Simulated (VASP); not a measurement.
The system is CuAu.

```
Au Cu
1.0
     2.82936    0.00000    0.00000
     0.00000    2.82936    0.00000
     0.00000    0.00000    3.70940
Au Cu
1 1
Direct
  0.00000 0.00000 0.00000
  0.50000 0.50000 0.50000
```

Base run:

- Program: VASP 6.6.1
- Functional: LDA
- Potentials or basis: VASP PAW LDA potentials, release 64 (Au_sv_GW, Cu_sv_GW)
- Cutoff: 700 eV
- k mesh: 9 × 9 × 7
- Occupations: fermi-dirac, width 0.05 eV
- Spin: no spin polarisation

Its results: band gap on the k mesh zero (band 19 reaches 11.11 eV, above the bottom of band 20 at 5.78 eV); pressure -13.2 GPa.

The run is repeated on the same cell with these changes: potentials or basis from VASP PAW LDA potentials, release 64 (Au_sv_GW, Cu_sv_GW) to VASP PAW LDA potentials, release 64 (Au, Cu); cutoff from 700 eV to 520 eV; further incar settings from ALGO = Normal; EDIFF = 1e-06; NBANDS = 26 to ALGO = Normal; EDIFF = 1e-07; NBANDS = 18; valence electrons from 38 to 22. What comes out?

Band gap on the k mesh zero (band 11 reaches 11.60 eV, above the bottom of band 12 at 6.25 eV); pressure -11.3 GPa.

Caveats: spin-orbit coupling is left out, which moves the levels of the heavy elements.
